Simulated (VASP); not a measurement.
# AlGa (P6_3/mmc) in VASP: notebook

AlGa is run at these levels: PBE; tasks: single point, relaxation of cell and atoms.

All numbers are computed with VASP 6.6.1; they aren't measurements. Logs are shortened: lines on timing, memory, paths and dates and some standing lists are left out, and cuts for length are marked.

## Step 1: The cell of the first run

Symmetry: P6_3/mmc, No. 194, hexagonal system. Conventional cell: a = 4.133 Å, b = 4.133 Å, c = 5.333 Å, α = 90.00°, β = 90.00°, γ = 120.00°. Within 3.5 Å of Al (site symmetry -3m) lie 2 Al at 2.67 Å and 6 Ga at 2.73 Å. Within 3.6 Å of Ga (site symmetry -6m2) lie 6 Al at 2.73 Å and 6 Ga at 3.58 Å.

## Step 2: Single point, PBE

Input file INCAR:

```
  PREC = Accurate
  ENCUT = 500
  EDIFF = 1E-6
  ISMEAR = 0
  SIGMA = 0.1
  LREAL = False
  LASPH = True
  NELM = 120
  ALGO = Normal
  ISIF = 2
  LWAVE = False
  LCHARG = False
  GGA = PE
  NBANDS = 24
  GGA_COMPAT = False
```

Input file KPOINTS:

```
regular mesh
0
Gamma
  12 12 10
```

Input file POSCAR:

```
AlGa
1.0
    4.1332379027      0.0000000000      0.0000000000
   -2.0666189514      3.5794890236      0.0000000000
    0.0000000000      0.0000000000      5.3332663596
Al Ga
2 2
Direct
    0.0000000000      0.0000000000      0.0000000000
    0.0000000000      0.0000000000      0.5000000000
    0.3333333333      0.6666666667      0.2500000000
    0.6666666667      0.3333333333      0.7500000000
```

Potentials or basis: VASP PAW PBE potentials, release 64 (Al, Ga_d).

Launch:

```sh
cat potpaw_PBE.64/Al/POTCAR potpaw_PBE.64/Ga_d/POTCAR > POTCAR
mpirun -np 1 vasp_std > vasp.out
```

OUTCAR:

```text
PREC = Accurate
   ENCUT = 500
   EDIFF = 1E-6
   ISMEAR = 0
   LREAL = False
   LASPH = True
   NELM = 120
   ISIF = 2
   GGA = PE

 ion  position               nearest neighbor table
   1  0.000  0.000  0.000-   2 2.67   2 2.67   4 2.73   3 2.73   4 2.73   3 2.73   4 2.73   3 2.73

   2  0.000  0.000  0.500-   1 2.67   1 2.67   4 2.73   3 2.73   4 2.73   3 2.73   4 2.73   3 2.73

   3  0.333  0.667  0.250-   1 2.73   2 2.73   1 2.73   2 2.73   1 2.73   2 2.73
   4  0.667  0.333  0.750-   1 2.73   2 2.73   1 2.73   2 2.73   1 2.73   2 2.73

  LATTYP: Found a hexagonal cell.
 ALAT       =     4.1332379027
 C/A-ratio  =     1.2903361687

  Lattice vectors:

 A1 = (   4.1332379027,   0.0000000000,   0.0000000000)
 A2 = (  -2.0666189514,   3.5794890236,   0.0000000000)
 A3 = (   0.0000000000,   0.0000000000,   5.3332663596)

Analysis of symmetry for initial positions (statically):
=====================================================================
 Subroutine PRICEL returns:
 Original cell was already a primitive cell.

 Routine SETGRP: Setting up the symmetry group for a
 hexagonal supercell.

 Subroutine GETGRP returns: Found 24 space group operations
 (whereof 12 operations were pure point group operations)
 out of a pool of 24 trial point group operations.

The static configuration has the point symmetry D_3d.
 The point group associated with its full space group is D_6h.

Analysis of symmetry for dynamics (positions and initial velocities):
=====================================================================
 Subroutine PRICEL returns:
 Original cell was already a primitive cell.

 Routine SETGRP: Setting up the symmetry group for a
 hexagonal supercell.

 Subroutine GETGRP returns: Found 24 space group operations
 (whereof 12 operations were pure point group operations)
 out of a pool of 24 trial point group operations.

The dynamic configuration has the point symmetry D_3d.
 The point group associated with its full space group is D_6h.

 Subroutine INISYM returns: Found 24 space group operations
 (whereof 12 operations are pure point group operations),
 and found     1 'primitive' translations

----------------------------------------------------------------------------------------

                                     Primitive cell

  volume of cell :      78.9050

  direct lattice vectors                    reciprocal lattice vectors
     4.133237903  0.000000000  0.000000000     0.241941070  0.139684742  0.000000000
    -2.066618951  3.579489024  0.000000000     0.000000000  0.279369484  0.000000000
     0.000000000  0.000000000  5.333266360     0.000000000  0.000000000  0.187502355

  length of vectors
     4.133237903  4.133237903  5.333266360     0.279369484  0.279369484  0.187502355

  position of ions in fractional coordinates (direct lattice)
     0.000000000  0.000000000  0.000000000
     0.000000000  0.000000000  0.500000000
     0.333333333  0.666666667  0.250000000
     0.666666667  0.333333333  0.750000000

  ion indices of the primitive-cell ions
   primitive index   ion index
                 1           1
                 2           2
                 3           3
                 4           4

----------------------------------------------------------------------------------------

 KPOINTS: regular mesh

Automatic generation of k-mesh.
 Grid dimensions read from file:
 generate k-points for:   12   12   10

 Generating k-lattice:

  Cartesian coordinates                     Fractional coordinates (reciprocal lattice)
     0.020161756  0.011640395  0.000000000     0.083333333  0.000000000  0.000000000
     0.000000000  0.023280790  0.000000000     0.000000000  0.083333333  0.000000000
     0.000000000  0.000000000  0.018750235     0.000000000  0.000000000  0.100000000

  Length of vectors
     0.023280790  0.023280790  0.018750235

  Shift w.r.t. Gamma in fractional coordinates (k-lattice)
     0.000000000  0.000000000  0.000000000

 Subroutine IBZKPT returns following result:
 ===========================================

 Found    114 irreducible k-points:

 Following reciprocal coordinates:
            Coordinates               Weight
  0.000000  0.000000  0.000000      1.000000
  0.083333  0.000000  0.000000      6.000000
  0.166667  0.000000  0.000000      6.000000
  0.250000  0.000000  0.000000      6.000000
  0.333333  0.000000  0.000000      6.000000
  0.416667  0.000000  0.000000      6.000000
[... 16 lines left out ...]
  0.250000  0.000000  0.100000     12.000000
  0.333333  0.000000  0.100000     12.000000
 [... further k-points ...]
   k-points           NKPTS =    114   k-points in BZ     NKDIM =    114   number of bands    NBANDS=     24
   number of dos      NEDOS =    301   number of ions     NIONS =      4
   total plane-waves  NPLWV =  36000
   dimension x,y,z NGX =    30 NGY =   30 NGZ =   40
   dimension x,y,z NGXF=    60 NGYF=   60 NGZF=   80
   ions per type =               2   2
   NGX,Y,Z   is equivalent  to a cutoff of  12.07, 12.07, 12.47 a.u.
   NGXF,Y,Z  is equivalent  to a cutoff of  24.13, 24.13, 24.94 a.u.
 SYSTEM =  unknown system
   PREC   = accura    normal or accurate (medium, high low for compatibility)
   ISTART =      0    job   : 0-new  1-cont  2-samecut
   ICHARG =      2    charge: 1-file 2-atom 10-const
   ISPIN  =      1    spin polarized calculation?
   LNONCOLLINEAR =      F non collinear calculations
   LSORBIT =      F    spin-orbit coupling
   LASPH  =      T    aspherical Exc in radial PAW
   ENCUT  =  500.0 eV  36.75 Ry    6.06 a.u.   7.54  7.54  9.72*2*pi/ulx,y,z
   NELM   =    120;   NELMIN=  2; NELMDL= -5     # of ELM steps
   EDIFF  = 0.1E-05   stopping-criterion for ELM
   LREAL  =      F    real-space projection
   EDIFFG = 0.1E-04   stopping-criterion for IOM
   NSW    =      0    number of steps for IOM
   IBRION =     -1    ionic relax: 0-MD 1-quasi-New 2-CG
   NFREE  =      0    steps in history (QN), initial steepest desc. (CG)
   ISIF   =      2    stress and relaxation
   ISYM   =      2    0-nonsym 1-usesym 2-fastsym
   POTIM  = 0.5000    time-step for ionic-motion
   TEBEG  =    0.0;   TEEND  =   0.0 temperature during run
   PSTRESS=    0.0 pullay stress
   NELECT =      32.0000    total number of electrons
   NUPDOWN=      -1.0000    fix difference up-down
   EMIN   =  10.00;   EMAX   =-10.00  energy-range for DOS
   EFERMI =   0.00;   METHOD = LEGACY
   ISMEAR =     0;   SIGMA  =   0.10  broadening in eV -4-tet -1-fermi 0-gaus
   EFERMI_NEDOS =   21; number of points for ismear=-14 and -15
   IALGO  =     38    algorithm
   IMIX   =      4    mixing-type and parameters
     AMIX     =   0.40;   BMIX     =  1.00
     AMIX_MAG =   1.60;   BMIX_MAG =  1.00
  volume/ion in A,a.u.               =      19.73       133.12
  Fermi-wavevector in a.u.,A,eV,Ry     =   1.211779  2.289929 19.978893  1.468407
  Thomas-Fermi vector in A             =   2.347283
   LORBIT       =      0    0 simple, 1 ext, 2 COOP (PROOUT), +10 PAW based schemes
   GGA     = PE    functional components
   LHFCALC =     F    Hartree Fock is set to
   AEXX    =    0.0000 exact exchange contribution
   IVDW    =     0    specifies the selected vdW correction
   LEPSILON=     F    determine dielectric tensor
   LRPA    =     F    only Hartree local field effects (RPA)
 non-spin polarized calculation
 Gauss-broadening in eV      SIGMA  =   0.10
  energy-cutoff  :      500.00
  volume of cell :       78.91
 maximum number of plane-waves:      2025
   NGX = 15   NGY = 15   NGZ = 19

 number of electron      32.0000038 magnetization

 Free energy of the ion-electron system (eV)
  ---------------------------------------------------
  ext. energy  EPLUGINS =         0.00000000
  ---------------------------------------------------
  free energy    TOTEN  =       -12.94635954 eV

  energy without entropy =      -12.93834339  energy(sigma->0) =      -12.94235146

 E-fermi :   5.4154     XC(G=0): -10.0375

 val. band max:        5.4145513369   @ k =   0.1667   0.0000   0.4000
 cond. band min:       5.4318496668   @ k =   0.3333   0.0833   0.3000
 fundamental gap:      0.0172983299
 Fermi energy:         5.4153576768

 k-point     1 :       0.0000    0.0000    0.0000
  band No.  band energies     occupation
      1      -9.3400      2.00000
      2      -9.3400      2.00000
      3      -9.3287      2.00000
      4      -9.3145      2.00000
      5      -9.3144      2.00000
      6      -9.3011      2.00000
[... 16 lines left out ...]
     23      11.7747      0.00000
     24      11.7747      0.00000

 k-point     2 :       0.0833    0.0000    0.0000
  band No.  band energies     occupation
      1      -9.3415      2.00000
      2      -9.3406      2.00000
      3      -9.3275      2.00000
      4      -9.3171      2.00000
      5      -9.3128      2.00000
      6      -9.3009      2.00000
[... 16 lines left out ...]
     23      10.9204      0.00000
     24      11.3247      0.00000

 k-point     3 :       0.1667    0.0000    0.0000
  band No.  band energies     occupation
      1      -9.3451      2.00000
      2      -9.3427      2.00000
      3      -9.3277      2.00000
      4      -9.3188      2.00000
      5      -9.3084      2.00000
      6      -9.3005      2.00000
[... 16 lines left out ...]
     23      10.4678      0.00000
     24      11.0784      0.00000
[... 514 lines left out ...]
 k-point    23 :       0.2500    0.0000    0.1000
  band No.  band energies     occupation
      1      -9.3487      2.00000
      2      -9.3472      2.00000
      3      -9.3314      2.00000
      4      -9.3155      2.00000
      5      -9.3037      2.00000
      6      -9.3016      2.00000
[... 16 lines left out ...]
     23      11.5488      0.00000
     24      11.6834      0.00000

 k-point    24 :       0.3333    0.0000    0.1000
  band No.  band energies     occupation
      1      -9.3522      2.00000
      2      -9.3516      2.00000
      3      -9.3377      2.00000
      4      -9.3122      2.00000
      5      -9.3007      2.00000
      6      -9.2982      2.00000
[... 16 lines left out ...]
     23      12.5696      0.00000
     24      12.6516      0.00000

 [... further k-points ...]

------------------------ aborting loop because EDIFF is reached ----------------------------------------

  FORCE on cell =-STRESS in cart. coord.  units (eV):
  Direction    XX          YY          ZZ          XY          YZ          ZX
  --------------------------------------------------------------------------------------
  -------------------------------------------------------------------------------------
  Total        0.0032778      0.0032778     -0.0021702     -0.0000000     -0.0000000     -0.0000000
  in kB        0.0665556      0.0665556     -0.0440667     -0.0000000     -0.0000000     -0.0000000
  external PRESSURE =       0.0296815 kB  Pullay stress =       0.0000000 kB

 VOLUME and BASIS-vectors are now :
 -----------------------------------------------------------------------------
  energy-cutoff  :      500.00
  volume of cell :       78.91
      direct lattice vectors                 reciprocal lattice vectors
     4.133237903  0.000000000  0.000000000     0.241941070  0.139684742  0.000000000
    -2.066618951  3.579489024  0.000000000     0.000000000  0.279369484  0.000000000
     0.000000000  0.000000000  5.333266360     0.000000000  0.000000000  0.187502355

 POSITION                                       TOTAL-FORCE (eV/Angst)
 -----------------------------------------------------------------------------------
      0.00000      0.00000      0.00000        -0.000000      0.000000      0.000000
      0.00000      0.00000      2.66663         0.000000      0.000000      0.000000
     -0.00000      2.38633      1.33332         0.000000      0.000000     -0.000000
      2.06662      1.19316      3.99995        -0.000000     -0.000000     -0.000000
 -----------------------------------------------------------------------------------
    total drift:                               -0.000000      0.000000     -0.000000

  FREE ENERGIE OF THE ION-ELECTRON SYSTEM (eV)
  ---------------------------------------------------
  free  energy   TOTEN  =       -12.9463595392 eV

  energy  without entropy=      -12.9383433894  energy(sigma->0) =      -12.94235146
```

It took 4.8 min on 1 thread of Intel Xeon Platinum 8259CL at 2.50GHz (Skylake/Cascade Lake), shared host; peak memory 0.29 GiB.

What came out:

| Item | Value |
| --- | --- |
| Free energy | -12.9464 eV |
| Pressure | 0.0 GPa |
| Band gap on the k mesh | zero (band 16 reaches 6.69 eV, above the bottom of band 17 at 3.82 eV) |

## Step 3: Relaxation of cell and atoms, PBE

This run uses another cell than the first one, of 19.65 Å³/atom, 0.996 times its volume.

Input file INCAR:

```
ALGO     = Normal         # electronic algorithm
EDIFF    = 1E-7           # SCF threshold, eV
EDIFFG   = -0.01          # ionic threshold
ENCUT    = 500            # plane-wave cutoff, eV
GGA      = PE             # functional
GGA_COMPAT= F            
IBRION   = 2              # ionic algorithm
ISIF     = 3              # what is computed and relaxed
ISMEAR   = 0              # smearing method
LASPH    = T              # aspherical terms in the spheres
LCHARG   = F              # write CHGCAR
LREAL    = F              # projectors in reciprocal space
LWAVE    = F              # write WAVECAR
NELM     = 120            # most SCF steps
NELMIN   = 4            
NSW      = 100            # ionic steps
PREC     = Accurate       # precision mode
SIGMA    = 0.1            # smearing width, eV
```

Input file KPOINTS:

```
k-points
0
Gamma
  12 12 10
```

Input file POSCAR:

```
AlGa
1.0
    4.1544846084      0.0000000000      0.0000000000
   -2.0772423042      3.5978892105      0.0000000000
    0.0000000000      0.0000000000      5.2577105112
Al Ga
2 2
Direct
    0.0000000000      0.0000000000      0.0000000000
    0.0000000000      0.0000000000      0.5000000000
    0.3333333333      0.6666666667      0.2500000000
    0.6666666667      0.3333333333      0.7500000000
```

Potentials or basis: VASP PAW PBE potentials, release 64 (Al, Ga_d).

Launch:

```sh
cat potpaw_PBE.64/Al/POTCAR potpaw_PBE.64/Ga_d/POTCAR > POTCAR
mpirun -np 1 vasp_std > vasp.out
```

Wall time 12 min (1 thread of Intel Xeon Platinum 8259CL at 2.50GHz (Skylake/Cascade Lake), shared host); peak memory 0.28 GiB.

Results (log left out):

| Quantity | Value |
| --- | --- |
| Free energy | -12.9463 eV |
| Relaxed volume | 19.75 Å³/atom |
| Relaxed cell | a = 4.137 Å, b = 4.137 Å, c = 5.331 Å, α = 90.00°, β = 90.00°, γ = 120.00° |
| Space group after relaxing (to 0.05 Å) | P6_3/mmc (No. 194) |
| Energy gained by relaxing | 1.4 meV/atom |
| Ionic steps | 5 |
| Pressure after relaxing | 0.0 GPa |
| Band gap on the k mesh | zero (band 16 reaches 6.68 eV, above the bottom of band 17 at 3.82 eV) |

Step by step:
```csv
step,energy change (eV),largest force (eV/Å),pressure (GPa),volume (Å³)
1,0.0000,0.0000,0.39,78.59
2,-0.0046,0.0000,-0.12,79.13
3,-0.0050,0.0000,-0.23,79.33
4,-0.0050,0.0000,-0.29,79.38
5,-0.0055,0.0000,-0.04,79.01
```

Final structure:
```xyz
4
Lattice="4.1368 0.0000 0.0000 -2.0684 3.5826 0.0000 0.0000 0.0000 5.3311" Properties=species:S:1:pos:R:3 pbc="T T T"
Al    0.0000    0.0000    5.3311
Al    0.0000    0.0000    2.6656
Ga    0.0000    2.3884    1.3328
Ga    2.0684    1.1942    3.9983
```

Levels at points of the mesh, in eV from the Fermi level:
```csv
k point,band 14,band 15,band 16,band 17,band 18,band 19
"(0.00, 0.00, 0.00)",0.29,0.29,1.18,1.18,1.25,2.71
"(0.50, 0.00, 0.00)",-3.07,-1.95,-1.60,-1.58,1.45,2.46
"(0.00, 0.00, 0.50)",0.76,1.04,1.04,1.04,1.04,2.07
"(0.50, 0.00, 0.50)",-5.56,-0.66,-0.66,0.36,0.36,4.02
```
